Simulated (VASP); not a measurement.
# BrCl2 (Ibam) in VASP: single point with r2SCAN

Aim: the single point of BrCl2 with r2SCAN.

Program: VASP 6.6.1. These are calculated values, not measurements. Logs are shortened: lines on timing, memory, paths and dates and some standing lists are left out, and cuts for length are marked.

## 1. The cell of the first run

The typed cell holds 6 atoms: a = 8.128 Å, b = 4.102 Å, c = 7.942 Å, α = 75.03°, β = 120.78°, γ = 90.00°.

## 2. Single point, r2SCAN

Input file POSCAR:

```
BrCl2
1.0
    0.0000000000      0.0000000000      8.1282655364
    4.1015694647     -0.0000001859      0.0000000000
    2.0507850273      6.5074186925     -4.0641327682
Cl Br
4 2
Direct
    0.1212029986     -0.1210650228      0.2424059973
    0.8787970014      1.1210650228      0.7575940027
    0.3787970014      0.1213409744      0.7575940027
    0.6212029986      0.8786590256      0.2424059973
    0.2500000000      0.0000000000      0.0000000000
    0.7500000000      0.0000000000      0.0000000000
```

Input file INCAR.step1:

```
PREC = Accurate
ENCUT = 520
ISMEAR = 1
SIGMA = 0.0206
LREAL = F
LASPH = T
NELM = 80
NBANDS = 30
GGA = PE
ALGO = Normal
EDIFF = 1E-4
LWAVE = T
LCHARG = F
```

Input file INCAR.step2:

```
PREC = Accurate
ENCUT = 520
EDIFF = 1E-6
ISMEAR = 1
SIGMA = 0.0206
LREAL = F
LASPH = T
NELM = 80
ALGO = Normal
ISIF = 2
LWAVE = F
LCHARG = T
METAGGA = R2SCAN
LMIXTAU = T
LELF = T
LVHAR = T
NBANDS = 30
ISTART = 1
```

Input file KPOINTS:

```
regular mesh
0
Gamma
  5 5 5
```

Potentials or basis: VASP PAW PBE potentials, release 64 (Cl, Br).

On the command line:

```sh
> cat potpaw_PBE.64/Cl/POTCAR potpaw_PBE.64/Br/POTCAR > POTCAR
> cp INCAR.step1 INCAR
> mpirun -np 1 vasp_std > vasp.out
> cp INCAR.step2 INCAR
> mpirun -np 1 vasp_std > vasp.out
```

OUTCAR:

```text
PREC = Accurate
   ENCUT = 520
   EDIFF = 1E-6
   ISMEAR = 1
   LREAL = F
   LASPH = T
   NELM = 80
   ISIF = 2
   METAGGA = R2SCAN
   ISTART = 1

 ion  position               nearest neighbor table
   1  0.121  0.879  0.242-   6 2.57   5 2.57
   2  0.879  0.121  0.758-   5 2.57   6 2.57
   3  0.379  0.121  0.758-   6 2.57   5 2.57
   4  0.621  0.879  0.242-   5 2.57   6 2.57
   5  0.250  0.000  0.000-   4 2.57   2 2.57   3 2.57   1 2.57
   6  0.750  0.000  0.000-   3 2.57   1 2.57   4 2.57   2 2.57

  LATTYP: Found a body centered orthorhombic cell.
 ALAT       =     4.1015694647
 B/A-ratio  =     1.9817451847
 C/A-ratio  =     3.1731359624

  Lattice vectors:

 A1 = (   2.0507844374,  -6.5074188784,  -4.0641327682)
 A2 = (  -2.0507850273,  -6.5074186925,   4.0641327682)
 A3 = (  -2.0507844374,   6.5074188784,  -4.0641327682)

Analysis of symmetry for initial positions (statically):
=====================================================================
 Subroutine PRICEL returns:
 Original cell was already a primitive cell.

 Routine SETGRP: Setting up the symmetry group for a
 body centered orthorhombic supercell.

 Subroutine GETGRP returns: Found  8 space group operations
 (whereof  4 operations were pure point group operations)
 out of a pool of  8 trial point group operations.

The static configuration has the point symmetry C_2h.
 The point group associated with its full space group is D_2h.

Analysis of symmetry for dynamics (positions and initial velocities):
=====================================================================
 Subroutine PRICEL returns:
 Original cell was already a primitive cell.

 Routine SETGRP: Setting up the symmetry group for a
 body centered orthorhombic supercell.

 Subroutine GETGRP returns: Found  8 space group operations
 (whereof  4 operations were pure point group operations)
 out of a pool of  8 trial point group operations.

The dynamic configuration has the point symmetry C_2h.
 The point group associated with its full space group is D_2h.

 Subroutine INISYM returns: Found  8 space group operations
 (whereof  4 operations are pure point group operations),
 and found     1 'primitive' translations

----------------------------------------------------------------------------------------

                                     Primitive cell

  volume of cell :     216.9485

  direct lattice vectors                    reciprocal lattice vectors
[... 94 lines left out ...]
   NELM   =     80;   NELMIN=  2; NELMDL=  0     # of ELM steps
   EDIFF  = 0.1E-05   stopping-criterion for ELM
   LREAL  =      F    real-space projection
   EDIFFG = 0.1E-04   stopping-criterion for IOM
   NSW    =      0    number of steps for IOM
   IBRION =     -1    ionic relax: 0-MD 1-quasi-New 2-CG
   NFREE  =      0    steps in history (QN), initial steepest desc. (CG)
   ISIF   =      2    stress and relaxation
   ISYM   =      2    0-nonsym 1-usesym 2-fastsym
   POTIM  = 0.5000    time-step for ionic-motion
   TEBEG  =    0.0;   TEEND  =   0.0 temperature during run
   PSTRESS=    0.0 pullay stress
   NELECT =      42.0000    total number of electrons
   NUPDOWN=      -1.0000    fix difference up-down
   EMIN   =  10.00;   EMAX   =-10.00  energy-range for DOS
   EFERMI =   0.00;   METHOD = LEGACY
   ISMEAR =     1;   SIGMA  =   0.02  broadening in eV -4-tet -1-fermi 0-gaus
   EFERMI_NEDOS =   21; number of points for ismear=-14 and -15
   IALGO  =     38    algorithm
   IMIX   =      4    mixing-type and parameters
     AMIX     =   0.40;   BMIX     =  1.00
     AMIX_MAG =   1.60;   BMIX_MAG =  1.00
  volume/ion in A,a.u.               =      36.16       244.01
  Fermi-wavevector in a.u.,A,eV,Ry     =   0.947049  1.789663 12.203085  0.896901
  Thomas-Fermi vector in A             =   2.075105
   LORBIT       =      0    0 simple, 1 ext, 2 COOP (PROOUT), +10 PAW based schemes
   METAGGA = R2SCAN    functional components
   LHFCALC =     F    Hartree Fock is set to
   AEXX    =    0.0000 exact exchange contribution
   IVDW    =     0    specifies the selected vdW correction
   LEPSILON=     F    determine dielectric tensor
   LRPA    =     F    only Hartree local field effects (RPA)
 non-spin polarized calculation
 Methfessel and Paxton  Order N= 1 SIGMA  =   0.02
  energy-cutoff  :      520.00
  volume of cell :      216.95
 maximum number of plane-waves:      5863
   NGX = 31   NGY = 15   NGZ = 29

 number of electron      42.0000006 magnetization

 Free energy of the ion-electron system (eV)
  ---------------------------------------------------
  ext. energy  EPLUGINS =         0.00000000
  ---------------------------------------------------
  free energy    TOTEN  =       -48.88632099 eV

  energy without entropy =      -48.88653521  energy(sigma->0) =      -48.88639240

 E-fermi :  -0.7871     XC(G=0):  -7.2663

 val. band max:       -0.7942675822   @ k =  -0.4000   0.0000   0.2000
 cond. band min:      -0.5439265109   @ k =  -0.4000   0.0000   0.2000
 fundamental gap:      0.2503410713
 Fermi energy:        -0.7871451409

 k-point     1 :       0.0000    0.0000    0.0000
  band No.  band energies     occupation
      1     -18.5232      2.00000
      2     -17.3297      2.00000
      3     -16.5325      2.00000
      4     -16.1462      2.00000
      5     -16.0324      2.00000
      6     -14.7667      2.00000
[... 781 lines left out ...]
     29       7.8785      0.00000
     30       7.9190      0.00000

 [... further k-points ...]
[... 5 lines left out ...]
  --------------------------------------------------------------------------------------
  -------------------------------------------------------------------------------------
  Total       -0.0829003     -0.0756504     -0.1028138      0.0000000      0.0000000      0.0000000
  in kB       -0.6122236     -0.5586826     -0.7592859      0.0000000      0.0000000      0.0000000
  external PRESSURE =      -0.6433974 kB  Pullay stress =       0.0000000 kB

 VOLUME and BASIS-vectors are now :
 -----------------------------------------------------------------------------
  energy-cutoff  :      520.00
  volume of cell :      216.95
      direct lattice vectors                 reciprocal lattice vectors
     0.000000000  0.000000000  8.128265536     0.000000003  0.076835381  0.123027477
     4.101569465 -0.000000186  0.000000000     0.243809106 -0.076835392  0.000000000
     2.050785027  6.507418692 -4.064132768     0.000000007  0.153670761  0.000000000

 POSITION                                       TOTAL-FORCE (eV/Angst)
 -----------------------------------------------------------------------------------
      4.10214      1.57744     -0.00000        -0.000364     -0.006004     -0.000000
      2.05022      4.92998      4.06413         0.000364      0.006004      0.000000
      2.05135      4.92998      0.00000        -0.000364      0.006004      0.000000
      4.10100      1.57744      4.06413         0.000364     -0.006004     -0.000000
      0.00000      0.00000      2.03207         0.000000      0.000000     -0.000000
      0.00000      0.00000      6.09620        -0.000000      0.000000     -0.000000
 -----------------------------------------------------------------------------------
    total drift:                                0.000000      0.000000     -0.000000

  FREE ENERGIE OF THE ION-ELECTRON SYSTEM (eV)
  ---------------------------------------------------
  free  energy   TOTEN  =       -48.8863209898 eV

  energy  without entropy=      -48.8865352061  energy(sigma->0) =      -48.88639240
```

OUTCAR.step1:

```text
PREC = Accurate
   ENCUT = 520
   ISMEAR = 1
   LREAL = F
[... 1032 lines left out ...]
      2.05135      4.92998      0.00000        -0.000349     -0.075348     -0.000000
      4.10100      1.57744      4.06413         0.000349      0.075348     -0.000000
      0.00000      0.00000      2.03207         0.000000      0.000000      0.000000
      0.00000      0.00000      6.09620         0.000000     -0.000000      0.000000
 -----------------------------------------------------------------------------------
    total drift:                                0.000000      0.000000     -0.000000

  FREE ENERGIE OF THE ION-ELECTRON SYSTEM (eV)
  ---------------------------------------------------
  free  energy   TOTEN  =        -8.9866604195 eV

  energy  without entropy=       -8.9868700064  energy(sigma->0) =       -8.98673028
```

It took 8 min on 1 thread of Intel Xeon Platinum 8259CL at 2.50GHz (Skylake/Cascade Lake), shared host; peak memory 0.44 GiB.

Results:

```yaml
Free_energy: -48.8863 eV
Pressure: -0.1 GPa
Largest_force: 0.006 eV/Å
Band_gap_on_the_k_mesh: 0.25 eV
```

Forces on the atoms (eV/Å):
```
Cl   0.000 -0.006  0.000
Cl   0.000  0.006  0.000
Cl   0.000  0.006  0.000
Cl   0.000 -0.006  0.000
Br   0.000  0.000  0.000
Br   0.000  0.000  0.000
```

Caveat: the PAW data sets were made with another functional, which shifts forces and pressure a little; an odd mesh through Γ misses points on the zone boundary, where band edges can lie.
